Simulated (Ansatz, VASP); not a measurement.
**Rh: VASP beside Ansatz**

```
CELL_PARAMETERS angstrom
2.68920 0.00000 0.00000
0.00000 2.68920 0.00000
0.00000 0.00000 24.50775
ATOMIC_POSITIONS crystal
Rh 0.50000 0.50000 0.30603
Rh 0.00000 0.00000 0.38362
Rh 0.50000 0.50000 0.46121
Rh 0.00000 0.00000 0.53879
Rh 0.50000 0.50000 0.61638
Rh 0.00000 0.00000 0.69397
```

Alike in both runs: task single point; functional PBE; k mesh 10 × 10 × 1; occupations fermi-dirac, width 0.05 eV; no spin polarisation.

```csv
,VASP,Ansatz
version,VASP 6.6.1,Ansatz 0.2.0
potentials or method,"VASP PAW PBE potentials, release 64 (Rh_pv)",Ansatz PAW
plane-wave cutoff (eV),520,420
valence electrons in the cell,90,102
```

```tsv
	VASP	Ansatz	Ansatz less VASP
gap on the k mesh at the Fermi level (eV)	none	none	-
rms of the force components (eV/Å)	0.240	0.240	-0.0001
work function, face that differs most (eV)	5.08	5.09	+0.002
```

Atom by atom the forces differ by 0.001 eV/Å (rms over components). A gap of «none» marks a metal or a gap that the smearing closes. The functional is the same, so the differences come from potentials, cutoffs and numerics. VASP's potentials hold 90 valence electrons a cell and Ansatz's 102, so a difference there can come from the potentials and not from the codes.
